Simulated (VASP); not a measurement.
Input of a VASP 6.6.1 run:

File INCAR:

```
SYSTEM = TaN
PREC = Accurate
ENCUT = 520
EDIFF = 1E-6
ISMEAR = -1
SIGMA = 0.05
LREAL = .False.
LASPH = .True.
NELM = 150
ALGO = Normal
ISIF = 2
LWAVE = .False.
LCHARG = .True.
LMAXMIX = 4
LDAU = .True.
LDAUTYPE = 2
LDAUL = 2 -1
LDAUU = 4 0
LDAUJ = 0 0
LDAUPRINT = 1
LELF = .True.
LVHAR = .True.
NBANDS = 24
```

KPOINTS

```
regular mesh
0
Gamma
  8 8 6
  0 0 0
```

POSCAR

```
TaN
1.0
    4.1483224287      0.0000000000      0.0000000000
    0.0000000000      4.1483224287      0.0000000000
    0.0000000000      0.0000000000      3.0237872974
Ta N
2 2
Direct
    0.0000000000      0.0000000000      0.0000000000
    0.5000000000      0.5000000000      0.0000000000
    0.5000000000      0.0000000000     -0.0000020595
    0.0000000000      0.5000000000      1.0000020595
```

Potentials or basis: VASP PAW LDA potentials, release 64 (Ta_pv, N).

Launch:

```bash
$ cat potpaw_LDA.64/Ta_pv/POTCAR potpaw_LDA.64/N/POTCAR > POTCAR
$ mpirun -np 1 vasp_std > vasp.out
```

Task: Estimate the pressure.

Result: 7.2 GPa.

Task: Estimate the band gap on the k mesh.

Result: Zero (band 16 reaches 8.50 eV, above the bottom of band 17 at 4.04 eV).

Eigenvalues of the final occupation matrices:
```csv
site,spin,trace,eigenvalues
site 1 d,1,1.15,0.16 0.16 0.23 0.28 0.32
site 1 d,2,1.15,0.16 0.16 0.23 0.28 0.32
site 2 d,1,1.15,0.16 0.16 0.23 0.28 0.32
site 2 d,2,1.15,0.16 0.16 0.23 0.28 0.32
```

Caveat: spin-orbit coupling is left out, which moves the levels of the heavy elements; U without spin polarisation on a metal has little footing.
